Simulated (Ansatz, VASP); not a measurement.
# One calculation of AlCo, two programs

The input INCAR:

```
SYSTEM = AlCo
PREC     = Accurate       ! precision mode
ENCUT    = 520            ! plane-wave cutoff, eV
EDIFF    = 1E-7           ! SCF threshold, eV
ISMEAR   = -1             ! smearing method
SIGMA    = 0.1            ! smearing width, eV
LREAL    = .FALSE.        ! projectors in reciprocal space
LASPH    = .TRUE.         ! aspherical terms in the spheres
NELM     = 60             ! most SCF steps
ALGO     = Normal         ! electronic algorithm
ISIF     = 2              ! what is computed and relaxed
LWAVE    = .FALSE.        ! write WAVECAR
LCHARG   = .FALSE.        ! write CHGCAR
GGA      = PE             ! functional
NBANDS   = 13             ! bands
```

File KPOINTS:

```
Automatic mesh
0
G
  15 15 14
  0 0 0
```

Contents of POSCAR:

```
AlCo
1.0
    2.2003647418      0.0000000000      0.0000000000
   -1.1001823709      1.9055717640      0.0000000000
    0.0000000000      0.0000000000      3.2064284937
Co Al
1 1
Direct
    0.0000000000      0.0000000000      0.0000000000
    0.3333333333      0.6666666667      0.5000000000
```

Input for Ansatz:

```yaml
crystal:
  lattice:
    - [2.2003647418, 0.0, 0.0]
    - [-1.1001823709, 1.905571764, 0.0]
    - [0.0, 0.0, 3.2064284937]
  atoms:
    - { symbol: Co, position: [0.0, 0.0, 0.0] }
    - { symbol: Al, position: [0.3333333333, 0.6666666667, 0.5] }
kpoints:
  mp_grid: { grid: [15, 15, 14] }
  band_path:
    path:
      - [0.0, 0.0, 0.0]
      - [0.5, 0.0, 0.0]
      - [0.3333333333, 0.3333333333, 0.0]
      - [0.0, 0.0, 0.0]
      - [0.0, 0.0, 0.5]
      - [0.5, 0.0, 0.5]
      - [0.3333333333, 0.3333333333, 0.5]
      - [0.0, 0.0, 0.5]
      - [0.5, 0.0, 0.5]
    npoints: 8
scf:
  occupations: { method: fermi_dirac, width: 0.1 }
hamiltonian:
  xc: pbe
  pseudopotentials: { kind: all_electron, lapw: { basis_error: 0.001 } }
output:
  forces: true
  stress: true
  eigenvalues: true
  populations: true
  dos: { projected: true, de: 0.2, e_range: [-14, 8] }
```

Change from the starting cell: volume scaled by 0.55, LAPW.

Alike in both runs: task single point; functional PBE; k mesh 15 × 15 × 14; occupations fermi-dirac, width 0.1 eV; no spin polarisation.

```csv
,VASP,Ansatz
version,VASP 6.6.1,Ansatz 0.2.0
potentials or method,"VASP PAW PBE potentials, release 64 (Co, Al), cutoff 520 eV","all-electron LAPW, scalar-relativistic"
```

```csv
,VASP,Ansatz,Ansatz less VASP
pressure (GPa),341.9,338.7,-3.22
"traceless stress, the component that is largest in VASP (GPa)",0.94,0.96,+0.025
```

Both programs put the cell under a high pressure, so it lies far from rest at this level. Ansatz ran all-electron here, and VASP with PAW potentials.

Noted on VASP's run: the cell as given lies far from equilibrium.
